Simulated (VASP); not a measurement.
MgS:

```
Mg S
1.0
     5.13246    0.00000    0.00000
    -2.56623    4.44484    0.00000
     0.00000    0.00000    4.44209
Mg S
1 1
Direct
  0.00000 0.00000 0.00000
  0.00000 0.00000 0.50000
```

The cell was generated, and may not be a known phase.

- Program: VASP 6.6.1
- Task: relaxation of cell and atoms
- Functional: PBE
- Potentials or basis: VASP PAW PBE potentials, release 64 (Mg_sv, S)
- Cutoff: 840 eV
- k mesh: 6 × 6 × 6
- Occupations: gaussian, width 0.02 eV
- Spin: no spin polarisation

At the start: pressure 0.2 GPa; volume 50.67 Å³/atom.

Where does the relaxation end?

Over 17 steps the energy falls by 8.4 meV/atom and the volume is 61.26 Å³/atom (+20.9 %); space group P6/mmm (No. 191, to 0.1 Å) before and after.

Step by step:
| step | energy change (eV) | largest force (eV/Å) | pressure (GPa) | volume (Å³) |
| --- | --- | --- | --- | --- |
| 1 | 0.0000 | 0.0000 | 0.24 | 101.34 |
| 2 | -0.0018 | 0.0000 | 0.13 | 102.46 |
| 3 | -0.0048 | 0.0000 | -0.17 | 105.89 |
| 4 | -0.0051 | 0.0000 | -0.30 | 107.42 |
| 5 | -0.0054 | 0.0000 | -0.29 | 107.59 |
| 6 | -0.0064 | 0.0000 | -0.28 | 108.13 |
| 7 | -0.0082 | 0.0000 | -0.24 | 109.21 |
| 8 | -0.0113 | 0.0000 | -0.17 | 111.39 |
| 9 | -0.0152 | 0.0000 | -0.04 | 115.79 |
| 10 | -0.0155 | 0.0000 | 0.24 | 124.80 |
| 11 | -0.0164 | 0.0000 | 0.12 | 121.11 |
| 12 | -0.0164 | 0.0000 | 0.10 | 120.25 |
| 13 | -0.0166 | 0.0000 | 0.05 | 121.15 |
| 14 | -0.0167 | 0.0000 | -0.01 | 122.37 |
| 15 | -0.0167 | 0.0000 | -0.01 | 122.51 |
| 16 | -0.0167 | 0.0000 | -0.02 | 122.55 |
| 17 | -0.0167 | 0.0000 | 0.01 | 122.51 |

Final structure:
```xyz
2
Lattice="5.6381 0.0000 0.0000 -2.8191 4.8828 0.0000 0.0000 0.0000 4.4502" Properties=species:S:1:pos:R:3 pbc="T T T"
Mg    0.0000    0.0000    0.0000
S     0.0000    0.0000    2.2251
```

Caveat: the volume moved by over 15 % at a fixed basis, so the end points are rough.
